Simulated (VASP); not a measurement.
# InP (zincblende type) (F-43m) in VASP: further runs, part 2 of 2

VASP 6.6.1. The steps go on from the part before.

### 3 Single point, LDA (volume scaled by 0.88)

Input file INCAR:

```
SYSTEM = InP
PREC = Accurate
ENCUT = 500
EDIFF = 1E-6
ISMEAR = -1
SIGMA = 0.05
LREAL = .FALSE.
LASPH = .TRUE.
NELM = 120
ALGO = Normal
ISIF = 2
LWAVE = .FALSE.
LCHARG = .FALSE.
GGA = CA
NBANDS = 16
GGA_COMPAT = .FALSE.
```

Input file KPOINTS:

```
regular mesh
0
G
  11 11 11
  0 0 0
```

Input file POSCAR:

```
InP
1.0
    0.0000000000      2.7920311279      2.7920311279
    2.7920311279      0.0000000000      2.7920311279
    2.7920311279      2.7920311279      0.0000000000
In P
1 1
Direct
    0.0000000000      0.0000000000      0.0000000000
    0.2500000000      0.2500000000      0.2500000000
```

Potentials or basis: VASP PAW LDA potentials, release 64 (In_d, P).

Command:

```console
$ cat potpaw_LDA.64/In_d/POTCAR potpaw_LDA.64/P/POTCAR > POTCAR
$ mpirun -np 1 vasp_std > vasp.out
```

OUTCAR:

```text
SYSTEM = InP
   PREC = Accurate
   ENCUT = 500
   EDIFF = 1E-6
   ISMEAR = -1
   LREAL = .FALSE.
   LASPH = .TRUE.
   NELM = 120
   ISIF = 2
   GGA = CA

 ion  position               nearest neighbor table
   1  0.000  0.000  0.000-   2 2.42   2 2.42   2 2.42   2 2.42
   2  0.250  0.250  0.250-   1 2.42   1 2.42   1 2.42   1 2.42

  LATTYP: Found a face centered cubic cell.
 ALAT       =     5.5840622558

  Lattice vectors:

 A1 = (   0.0000000000,   2.7920311279,   2.7920311279)
 A2 = (   2.7920311279,   0.0000000000,   2.7920311279)
 A3 = (   2.7920311279,   2.7920311279,   0.0000000000)

Analysis of symmetry for initial positions (statically):
=====================================================================
 Subroutine PRICEL returns:
 Original cell was already a primitive cell.

 Routine SETGRP: Setting up the symmetry group for a
 face centered cubic supercell.

 Subroutine GETGRP returns: Found 24 space group operations
 (whereof 24 operations were pure point group operations)
 out of a pool of 48 trial point group operations.

The static configuration has the point symmetry T_d .

Analysis of symmetry for dynamics (positions and initial velocities):
=====================================================================
 Subroutine PRICEL returns:
 Original cell was already a primitive cell.

 Routine SETGRP: Setting up the symmetry group for a
 face centered cubic supercell.

 Subroutine GETGRP returns: Found 24 space group operations
 (whereof 24 operations were pure point group operations)
 out of a pool of 48 trial point group operations.

The dynamic configuration has the point symmetry T_d .

 Subroutine INISYM returns: Found 24 space group operations
 (whereof 24 operations are pure point group operations),
 and found     1 'primitive' translations
[... 103 lines left out ...]
   POTIM  = 0.5000    time-step for ionic-motion
   TEBEG  =    0.0;   TEEND  =   0.0 temperature during run
   PSTRESS=    0.0 pullay stress
   NELECT =      18.0000    total number of electrons
   NUPDOWN=      -1.0000    fix difference up-down
   EMIN   =  10.00;   EMAX   =-10.00  energy-range for DOS
   EFERMI =   0.00;   METHOD = LEGACY
   ISMEAR =    -1;   SIGMA  =   0.05  broadening in eV -4-tet -1-fermi 0-gaus
   EFERMI_NEDOS =   21; number of points for ismear=-14 and -15
   IALGO  =     38    algorithm
   IMIX   =      4    mixing-type and parameters
     AMIX     =   0.40;   BMIX     =  1.00
     AMIX_MAG =   1.60;   BMIX_MAG =  1.00
  volume/ion in A,a.u.               =      21.77       146.88
  Fermi-wavevector in a.u.,A,eV,Ry     =   1.219651  2.304805 20.239312  1.487547
  Thomas-Fermi vector in A             =   2.354895
   LORBIT       =      0    0 simple, 1 ext, 2 COOP (PROOUT), +10 PAW based schemes
   GGA     = CA    functional components
   LHFCALC =     F    Hartree Fock is set to
   AEXX    =    0.0000 exact exchange contribution
   IVDW    =     0    specifies the selected vdW correction
   LEPSILON=     F    determine dielectric tensor
   LRPA    =     F    only Hartree local field effects (RPA)
 non-spin polarized calculation
  energy-cutoff  :      500.00
  volume of cell :       43.53
 maximum number of plane-waves:      1123
 NGX is ok and might be reduce to    30
   NGX = 15   NGY = 15   NGZ = 15

 number of electron      18.0000005 magnetization

 Free energy of the ion-electron system (eV)
  ---------------------------------------------------
  ext. energy  EPLUGINS =         0.00000000
  ---------------------------------------------------
  free energy    TOTEN  =        -9.47065559 eV

  energy without entropy =       -9.47065557  energy(sigma->0) =       -9.47065558

 E-fermi :   7.4143     XC(G=0): -10.2521

 val. band max:        6.7608248051   @ k =   0.0000   0.0000   0.0000
 cond. band min:       8.0418812064   @ k =   0.0000   0.0000   0.0000
 fundamental gap:      1.2810564013
 Fermi energy:         7.4143309827

 k-point     1 :       0.0000    0.0000    0.0000
  band No.  band energies     occupation
      1      -7.8350      2.00000
      2      -7.8350      2.00000
      3      -7.8350      2.00000
      4      -7.5918      2.00000
      5      -7.5918      2.00000
      6      -5.8942      2.00000
[... 433 lines left out ...]
      3      -7.7782      2.00000
      4      -7.6020      2.00000
      5      -7.5799      2.00000
      6      -4.7065      2.00000
[... 8 lines left out ...]
     15      16.9511      0.00000
     16      18.4637      0.00000

 [... further k-points ...]
[... 5 lines left out ...]
  --------------------------------------------------------------------------------------
  -------------------------------------------------------------------------------------
  Total        3.3143471      3.3143471      3.3143471     -0.0000000     -0.0000000      0.0000000
  in kB      121.9881956    121.9881956    121.9881956     -0.0000000     -0.0000000      0.0000000
  external PRESSURE =     121.9881956 kB  Pullay stress =       0.0000000 kB

 VOLUME and BASIS-vectors are now :
 -----------------------------------------------------------------------------
  energy-cutoff  :      500.00
  volume of cell :       43.53
      direct lattice vectors                 reciprocal lattice vectors
     0.000000000  2.792031128  2.792031128    -0.179081098  0.179081098  0.179081098
     2.792031128  0.000000000  2.792031128     0.179081098 -0.179081098  0.179081098
     2.792031128  2.792031128  0.000000000     0.179081098  0.179081098 -0.179081098

 POSITION                                       TOTAL-FORCE (eV/Angst)
 -----------------------------------------------------------------------------------
      0.00000      0.00000      0.00000         0.000000     -0.000000      0.000000
      1.39602      1.39602      1.39602        -0.000000      0.000000     -0.000000
 -----------------------------------------------------------------------------------
    total drift:                                0.000000      0.000000      0.000000

  FREE ENERGIE OF THE ION-ELECTRON SYSTEM (eV)
  ---------------------------------------------------
  free  energy   TOTEN  =        -9.4706555871 eV

  energy  without entropy=       -9.4706555656  energy(sigma->0) =       -9.47065558
```

OSZICAR:

```text
N       E                     dE             d eps       ncg     rms          rms(c)
DAV:   1     0.111613601362E+03    0.11161E+03   -0.84326E+03  1824   0.129E+03
DAV:   2    -0.258607318020E+01   -0.11420E+03   -0.10935E+03  1968   0.309E+02
DAV:   3    -0.981266402117E+01   -0.72266E+01   -0.71952E+01  2336   0.760E+01
DAV:   4    -0.998974084567E+01   -0.17708E+00   -0.17702E+00  2184   0.124E+01
DAV:   5    -0.999826320361E+01   -0.85224E-02   -0.85222E-02  2688   0.249E+00    0.742E+00
DAV:   6    -0.953779755001E+01    0.46047E+00   -0.61662E-01  2896   0.149E+01    0.435E+00
DAV:   7    -0.947627129990E+01    0.61526E-01   -0.19216E-01  2664   0.415E+00    0.131E+00
DAV:   8    -0.947096178423E+01    0.53095E-02   -0.20179E-02  2208   0.169E+00    0.612E-01
DAV:   9    -0.947066345663E+01    0.29833E-03   -0.13132E-03  2480   0.325E-01    0.311E-01
DAV:  10    -0.947066768664E+01   -0.42300E-05   -0.25660E-04  2664   0.322E-01    0.131E-01
DAV:  11    -0.947065854066E+01    0.91460E-05   -0.81880E-05  2832   0.152E-01    0.656E-02
DAV:  12    -0.947065556652E+01    0.29741E-05   -0.78721E-06  2160   0.211E-02    0.161E-02
DAV:  13    -0.947065558710E+01   -0.20575E-07   -0.76354E-07  1392   0.558E-03
   1 F= -.94706556E+01 E0= -.94706556E+01  d E =-.215017E-07
```

Wall time 30 s (1 thread of Intel Xeon Platinum 8375C at 2.90GHz (Ice Lake), shared host); peak memory 0.17 GiB.

Results:

```yaml
Free_energy: -9.4707 eV
Pressure: 12.2 GPa
Band_gap_on_the_k_mesh: 1.28 eV, direct
```

Caveat: spin-orbit coupling is left out, which moves the levels of the heavy elements.

### 4 Single point, LDA (volume scaled by 0.94)

Input file INCAR:

```
SYSTEM = InP
PREC = Accurate ; ENCUT = 500
EDIFF = 1E-6 ; ISMEAR = -1
SIGMA = 0.05 ; LREAL = .False.
LASPH = .True. ; NELM = 120
ALGO = Normal ; ISIF = 2
LWAVE = .False. ; LCHARG = .False.
GGA = CA ; NBANDS = 16
GGA_COMPAT = .False.
```

Input file KPOINTS:

```
Automatic mesh
0
Gamma
  11 11 11
  0 0 0
```

Input file POSCAR:

```
InP
1.0
    0.0000000000      2.8540964782      2.8540964782
    2.8540964782      0.0000000000      2.8540964782
    2.8540964782      2.8540964782      0.0000000000
In P
1 1
Direct
    0.0000000000      0.0000000000      0.0000000000
    0.2500000000      0.2500000000      0.2500000000
```

Command:

```console
$ cat potpaw_LDA.64/In_d/POTCAR potpaw_LDA.64/P/POTCAR > POTCAR
$ mpirun -np 1 vasp_std > vasp.out
```

Run time: 32 s. Hardware: 1 thread of Intel Xeon Platinum 8375C at 2.90GHz (Ice Lake), shared host; peak memory 0.17 GiB.

Results (log left out):

```
Free energy            : -9.6286 eV
Pressure               : 5.1 GPa
Band gap on the k mesh : 0.94 eV, direct
```

Levels at points of the mesh, in eV from the valence-band top:
| k point | band 7 | band 8 | band 9 | band 10 | band 11 | band 12 |
| --- | --- | --- | --- | --- | --- | --- |
| (0.00, 0.00, 0.00) | 0.00 | 0.00 | 0.00 | 0.94 | 3.95 | 3.95 |

Caveat: spin-orbit coupling is left out, which moves the levels of the heavy elements.
